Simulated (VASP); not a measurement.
# Sc4Ta (P6/mmm) in VASP: notebook

Sc4Ta is run at these levels: PBE; tasks: single point.

All numbers are computed with VASP 6.6.1; they aren't measurements. Logs are shortened: lines on timing, memory, paths and dates and some standing lists are left out, and cuts for length are marked.

### Step 1. The cell of the first run

The structure is hexagonal, space group P6/mmm (No. 191). Conventional cell: a = 4.848 Å, b = 4.848 Å, c = 6.213 Å, α = 90.00°, β = 90.00°, γ = 120.00°. Sc (site symmetry 3m) has 5 Sc at 2.80 to 3.26 Å and 3 Ta at 3.17 Å within 3.7 Å. Within 4.2 Å of Ta (site symmetry 6/mmm) lie 12 Sc at 3.17 Å.

The cell was built from a structure type or drawn by symmetry, and may not be a known phase.

### Step 2. Single point, PBE

The input, INCAR:

```
ALGO = Fast
EDIFF = 1E-6
ENCUT = 520
GGA = PE
ISIF = 2
ISMEAR = 0
LASPH = T
LCHARG = F
LREAL = F
LWAVE = F
NBANDS = 36
NELM = 60
PREC = Accurate
SIGMA = 0.1
```

The input, KPOINTS:

```
k-points
0
Gamma
  12 12 6
```

The input, POSCAR:

```
Sc4Ta
1.0
    4.8477099162      0.0000000000      0.0000000000
   -2.4238549581      4.1982399376      0.0000000000
    0.0000000000      0.0000000000      6.2128627991
Sc Ta
4 1
Direct
    0.3333333333      0.6666666667      0.7619588370
    0.3333333333      0.6666666667      0.2380411630
    0.6666666667      0.3333333333      0.2380411630
    0.6666666667      0.3333333333      0.7619588370
    0.0000000000      0.0000000000      0.0000000000
```

Potentials or basis: VASP PAW PBE potentials, release 64 (Sc_sv, Ta_pv).

On the command line:

```sh
cat potpaw_PBE.64/Sc_sv/POTCAR potpaw_PBE.64/Ta_pv/POTCAR > POTCAR
mpirun -np 1 vasp_std > vasp.out
```

OUTCAR:

```text
EDIFF = 1E-6
   ENCUT = 520
   GGA = PE
   ISIF = 2
   ISMEAR = 0
   LASPH = T
   LREAL = F
   NELM = 60
   PREC = Accurate

 ion  position               nearest neighbor table
   1  0.333  0.667  0.762-   4 2.80   4 2.80   4 2.80   2 2.96   5 3.17   5 3.17   5 3.17   2 3.26

   2  0.333  0.667  0.238-   3 2.80   3 2.80   3 2.80   1 2.96   5 3.17   5 3.17   5 3.17   1 3.26

   3  0.667  0.333  0.238-   2 2.80   2 2.80   2 2.80   4 2.96   5 3.17   5 3.17   5 3.17   4 3.26

   4  0.667  0.333  0.762-   1 2.80   1 2.80   1 2.80   3 2.96   5 3.17   5 3.17   5 3.17   3 3.26

   5  0.000  0.000  0.000-   1 3.17   2 3.17   3 3.17   4 3.17   1 3.17   2 3.17   3 3.17   4 3.17
                             3 3.17   4 3.17   1 3.17   2 3.17

  LATTYP: Found a hexagonal cell.
 ALAT       =     4.8477099162
 C/A-ratio  =     1.2816077914

  Lattice vectors:

 A1 = (   4.8477099162,   0.0000000000,   0.0000000000)
 A2 = (  -2.4238549581,   4.1982399376,   0.0000000000)
 A3 = (   0.0000000000,   0.0000000000,   6.2128627991)

Analysis of symmetry for initial positions (statically):
=====================================================================
 Subroutine PRICEL returns:
 Original cell was already a primitive cell.

 Routine SETGRP: Setting up the symmetry group for a
 hexagonal supercell.

 Subroutine GETGRP returns: Found 24 space group operations
 (whereof 24 operations were pure point group operations)
 out of a pool of 24 trial point group operations.

The static configuration has the point symmetry D_6h.

Analysis of symmetry for dynamics (positions and initial velocities):
=====================================================================
 Subroutine PRICEL returns:
 Original cell was already a primitive cell.

 Routine SETGRP: Setting up the symmetry group for a
 hexagonal supercell.

 Subroutine GETGRP returns: Found 24 space group operations
 (whereof 24 operations were pure point group operations)
 out of a pool of 24 trial point group operations.

The dynamic configuration has the point symmetry D_6h.

 Subroutine INISYM returns: Found 24 space group operations
 (whereof 24 operations are pure point group operations),
 and found     1 'primitive' translations

----------------------------------------------------------------------------------------

                                     Primitive cell

  volume of cell :     126.4432

  direct lattice vectors                    reciprocal lattice vectors
     4.847709916  0.000000000  0.000000000     0.206282970  0.119097528  0.000000000
    -2.423854958  4.198239938  0.000000000     0.000000000  0.238195057  0.000000000
     0.000000000  0.000000000  6.212862799     0.000000000  0.000000000  0.160956395

  length of vectors
     4.847709916  4.847709916  6.212862799     0.238195057  0.238195057  0.160956395

  position of ions in fractional coordinates (direct lattice)
     0.333333333  0.666666667  0.761958837
     0.333333333  0.666666667  0.238041163
     0.666666667  0.333333333  0.238041163
     0.666666667  0.333333333  0.761958837
     0.000000000  0.000000000  0.000000000

  ion indices of the primitive-cell ions
   primitive index   ion index
                 1           1
                 2           2
                 3           3
                 4           4
                 5           5

----------------------------------------------------------------------------------------

 KPOINTS: k-points

Automatic generation of k-mesh.
 Grid dimensions read from file:
 generate k-points for:   12   12    6

 Generating k-lattice:

  Cartesian coordinates                     Fractional coordinates (reciprocal lattice)
     0.017190248  0.009924794  0.000000000     0.083333333  0.000000000  0.000000000
     0.000000000  0.019849588  0.000000000     0.000000000  0.083333333  0.000000000
     0.000000000  0.000000000  0.026826066     0.000000000  0.000000000  0.166666667

  Length of vectors
     0.019849588  0.019849588  0.026826066

  Shift w.r.t. Gamma in fractional coordinates (k-lattice)
     0.000000000  0.000000000  0.000000000

 Subroutine IBZKPT returns following result:
 ===========================================

 Found     76 irreducible k-points:

 Following reciprocal coordinates:
            Coordinates               Weight
  0.000000  0.000000  0.000000      1.000000
  0.083333  0.000000  0.000000      6.000000
  0.166667  0.000000  0.000000      6.000000
  0.250000  0.000000  0.000000      6.000000
  0.333333  0.000000  0.000000      6.000000
  0.416667  0.000000  0.000000      6.000000
[... 16 lines left out ...]
  0.250000  0.000000  0.166667     12.000000
  0.333333  0.000000  0.166667     12.000000
 [... further k-points ...]
   k-points           NKPTS =     76   k-points in BZ     NKDIM =     76   number of bands    NBANDS=     36
   number of dos      NEDOS =    301   number of ions     NIONS =      5
   total plane-waves  NPLWV =  62208
   dimension x,y,z NGX =    36 NGY =   36 NGZ =   48
   dimension x,y,z NGXF=    72 NGYF=   72 NGZF=   96
   ions per type =               4   1
   NGX,Y,Z   is equivalent  to a cutoff of  12.35, 12.35, 12.84 a.u.
   NGXF,Y,Z  is equivalent  to a cutoff of  24.69, 24.69, 25.69 a.u.
 SYSTEM =  unknown system
   PREC   = accura    normal or accurate (medium, high low for compatibility)
   ISTART =      0    job   : 0-new  1-cont  2-samecut
   ICHARG =      2    charge: 1-file 2-atom 10-const
   ISPIN  =      1    spin polarized calculation?
   LNONCOLLINEAR =      F non collinear calculations
   LSORBIT =      F    spin-orbit coupling
   LASPH  =      T    aspherical Exc in radial PAW
   ENCUT  =  520.0 eV  38.22 Ry    6.18 a.u.   9.01  9.01 11.55*2*pi/ulx,y,z
   NELM   =     60;   NELMIN=  2; NELMDL= -5     # of ELM steps
   EDIFF  = 0.1E-05   stopping-criterion for ELM
   LREAL  =      F    real-space projection
[... 7 lines left out ...]
   TEBEG  =    0.0;   TEEND  =   0.0 temperature during run
   PSTRESS=    0.0 pullay stress
   NELECT =      55.0000    total number of electrons
   NUPDOWN=      -1.0000    fix difference up-down
   EMIN   =  10.00;   EMAX   =-10.00  energy-range for DOS
   EFERMI =   0.00;   METHOD = LEGACY
   ISMEAR =     0;   SIGMA  =   0.10  broadening in eV -4-tet -1-fermi 0-gaus
   EFERMI_NEDOS =   21; number of points for ismear=-14 and -15
   IALGO  =     68    algorithm
   IMIX   =      4    mixing-type and parameters
     AMIX     =   0.40;   BMIX     =  1.00
     AMIX_MAG =   1.60;   BMIX_MAG =  1.00
  volume/ion in A,a.u.               =      25.29       170.66
  Fermi-wavevector in a.u.,A,eV,Ry     =   1.240406  2.344027 20.934019  1.538607
  Thomas-Fermi vector in A             =   2.374848
   LORBIT       =      0    0 simple, 1 ext, 2 COOP (PROOUT), +10 PAW based schemes
   GGA     = PE    functional components
   LHFCALC =     F    Hartree Fock is set to
   AEXX    =    0.0000 exact exchange contribution
   IVDW    =     0    specifies the selected vdW correction
   LEPSILON=     F    determine dielectric tensor
   LRPA    =     F    only Hartree local field effects (RPA)
 non-spin polarized calculation
 RMM-DIIS sequential band-by-band and
 Gauss-broadening in eV      SIGMA  =   0.10
  energy-cutoff  :      520.00
  volume of cell :      126.44
 maximum number of plane-waves:      3435
 NGX is ok and might be reduce to    36
   NGX = 17   NGY = 17   NGZ = 23

 number of electron      54.9999995 magnetization

 Free energy of the ion-electron system (eV)
  ---------------------------------------------------
  ext. energy  EPLUGINS =         0.00000000
  ---------------------------------------------------
  free energy    TOTEN  =       -32.68963786 eV

  energy without entropy =      -32.63559238  energy(sigma->0) =      -32.66261512

 E-fermi :   3.3620     XC(G=0):  -9.8422

 val. band max:        3.3519946367   @ k =   0.3333   0.0000   0.0000
 cond. band min:       3.3629177271   @ k =   0.5000   0.0000   0.1667
 fundamental gap:      0.0109230903
 Fermi energy:         3.3620139794

 k-point     1 :       0.0000    0.0000    0.0000
  band No.  band energies     occupation
      1     -46.0447      2.00000
      2     -46.0013      2.00000
      3     -45.8698      2.00000
      4     -45.8303      2.00000
      5     -30.9024      2.00000
      6     -30.9024      2.00000
[... 28 lines left out ...]
     35       5.2796      0.00000
     36       5.9211      0.00000

 k-point     2 :       0.0833    0.0000    0.0000
  band No.  band energies     occupation
      1     -46.0421      2.00000
      2     -45.9988      2.00000
      3     -45.8725      2.00000
      4     -45.8329      2.00000
      5     -30.9025      2.00000
      6     -30.9025      2.00000
[... 28 lines left out ...]
     35       5.2049      0.00000
     36       5.8490      0.00000

 k-point     3 :       0.1667    0.0000    0.0000
  band No.  band energies     occupation
      1     -46.0345      2.00000
      2     -45.9913      2.00000
      3     -45.8803      2.00000
      4     -45.8405      2.00000
      5     -30.9029      2.00000
      6     -30.9028      2.00000
[... 28 lines left out ...]
     35       5.1936      0.00000
     36       5.7360      0.00000

 k-point     4 :       0.2500    0.0000    0.0000
  band No.  band energies     occupation
      1     -46.0228      2.00000
      2     -45.9798      2.00000
      3     -45.8924      2.00000
      4     -45.8523      2.00000
      5     -30.9033      2.00000
      6     -30.9033      2.00000
[... 28 lines left out ...]
     35       5.0464      0.00000
     36       5.3154      0.00000

 k-point     5 :       0.3333    0.0000    0.0000
  band No.  band energies     occupation
      1     -46.0082      2.00000
      2     -45.9655      2.00000
      3     -45.9072      2.00000
      4     -45.8668      2.00000
      5     -30.9038      2.00000
      6     -30.9037      2.00000
[... 655 lines left out ...]
 k-point    22 :       0.1667    0.0000    0.1667
  band No.  band energies     occupation
      1     -46.0324      2.00000
      2     -45.9935      2.00000
      3     -45.8783      2.00000
      4     -45.8425      2.00000
      5     -30.9029      2.00000
      6     -30.9028      2.00000
[... 28 lines left out ...]
     35       5.1994      0.00000
     36       5.5281      0.00000

 k-point    23 :       0.2500    0.0000    0.1667
  band No.  band energies     occupation
      1     -46.0206      2.00000
      2     -45.9819      2.00000
      3     -45.8904      2.00000
      4     -45.8543      2.00000
      5     -30.9033      2.00000
      6     -30.9033      2.00000
[... 28 lines left out ...]
     35       5.0805      0.00000
     36       5.3394      0.00000

 k-point    24 :       0.3333    0.0000    0.1667
  band No.  band energies     occupation
      1     -46.0061      2.00000
      2     -45.9676      2.00000
      3     -45.9052      2.00000
      4     -45.8688      2.00000
      5     -30.9038      2.00000
      6     -30.9037      2.00000
[... 28 lines left out ...]
     35       4.9691      0.00000
     36       5.3064      0.00000

 [... further k-points ...]

------------------------ aborting loop because EDIFF is reached ----------------------------------------

  FORCE on cell =-STRESS in cart. coord.  units (eV):
  Direction    XX          YY          ZZ          XY          YZ          ZX
  --------------------------------------------------------------------------------------
  -------------------------------------------------------------------------------------
  Total        0.0693412      0.0693412      0.0125644      0.0000000      0.0000000      0.0000000
  in kB        0.8786301      0.8786301      0.1592048      0.0000000      0.0000000      0.0000000
  external PRESSURE =       0.6388217 kB  Pullay stress =       0.0000000 kB

 VOLUME and BASIS-vectors are now :
 -----------------------------------------------------------------------------
  energy-cutoff  :      520.00
  volume of cell :      126.44
      direct lattice vectors                 reciprocal lattice vectors
     4.847709916  0.000000000  0.000000000     0.206282970  0.119097528  0.000000000
    -2.423854958  4.198239938  0.000000000     0.000000000  0.238195057  0.000000000
     0.000000000  0.000000000  6.212862799     0.000000000  0.000000000  0.160956395

 POSITION                                       TOTAL-FORCE (eV/Angst)
 -----------------------------------------------------------------------------------
     -0.00000      2.79883      4.73395         0.000000     -0.000000     -0.004989
     -0.00000      2.79883      1.47892         0.000000     -0.000000      0.004989
      2.42385      1.39941      1.47892         0.000000      0.000000      0.004989
      2.42385      1.39941      4.73395        -0.000000      0.000000     -0.004989
      0.00000      0.00000      0.00000         0.000000     -0.000000     -0.000000
 -----------------------------------------------------------------------------------
    total drift:                                0.000000      0.000000      0.000000

  FREE ENERGIE OF THE ION-ELECTRON SYSTEM (eV)
  ---------------------------------------------------
  free  energy   TOTEN  =       -32.6896378577 eV

  energy  without entropy=      -32.6355923768  energy(sigma->0) =      -32.66261512
```

Run time: 3.5 min. Hardware: 1 thread of Intel Xeon 6975P-C (Granite Rapids), shared host; peak memory 0.44 GiB.

What came out:

```
Free energy            : -32.6896 eV
Pressure               : 0.1 GPa
Largest force          : 0.005 eV/Å
Band gap on the k mesh : zero (an odd number of electrons rules out a gap without spin polarisation)
```

Forces on the atoms (eV/Å):
```
Sc   0.000  0.000 -0.005
Sc   0.000  0.000  0.005
Sc   0.000  0.000  0.005
Sc   0.000  0.000 -0.005
Ta   0.000  0.000  0.000
```

Caveat: spin-orbit coupling is left out, which moves the levels of the heavy elements.

### Step 3. Single point, PBE

The input, INCAR:

```
SYSTEM = Sc4Ta
  PREC = Accurate
  ENCUT = 520
  EDIFF = 1E-6
  ISMEAR = 0
  SIGMA = 0.1
  LREAL = .False.
  LASPH = .True.
  NELM = 60
  ALGO = Fast
  ISIF = 2
  LWAVE = .False.
  LCHARG = .False.
  GGA = PE
  NBANDS = 36
```

The input, KPOINTS:

```
regular mesh
0
Gamma
  12 12 6
  0 0 0
```

POSCAR is that of step 2.

Potentials or basis: VASP PAW PBE potentials, release 64 (Sc_sv, Ta_pv).

On the command line:

```sh
cat potpaw_PBE.64/Sc_sv/POTCAR potpaw_PBE.64/Ta_pv/POTCAR > POTCAR
mpirun -np 1 vasp_std > vasp.out
```

Wall time 3.4 min (1 thread of Intel Xeon 6975P-C (Granite Rapids), shared host); peak memory 0.44 GiB.

Results (log left out):

| Item | Value |
| --- | --- |
| Free energy | -32.6896 eV |
| Pressure | 0.1 GPa |
| Largest force | 0.005 eV/Å |
| Band gap on the k mesh | zero (an odd number of electrons rules out a gap without spin polarisation) |

Forces in eV/Å, atoms in the order of the input:
```
Sc   0.000  0.000 -0.005
Sc   0.000  0.000  0.005
Sc   0.000  0.000  0.005
Sc   0.000  0.000 -0.005
Ta   0.000  0.000  0.000
```

Levels at points of the mesh, in eV from the Fermi level:
```csv
k point,band 23,band 24,band 25,band 26,band 27,band 28,band 29,band 30,band 31,band 32
"(0.00, 0.00, 0.00)",-1.57,-1.41,-0.68,-0.64,-0.64,0.15,0.15,0.72,0.76,0.76
"(0.50, 0.00, 0.00)",-1.46,-1.21,-0.93,-0.28,-0.13,0.08,0.11,0.31,0.47,0.61
"(0.00, 0.00, 0.50)",-1.52,-0.80,-0.80,-0.76,0.12,0.34,0.34,0.60,0.60,1.66
"(0.50, 0.00, 0.50)",-1.65,-1.28,-0.46,-0.38,-0.17,0.05,0.12,0.25,0.35,0.49
```

Caveat: spin-orbit coupling is left out, which moves the levels of the heavy elements.
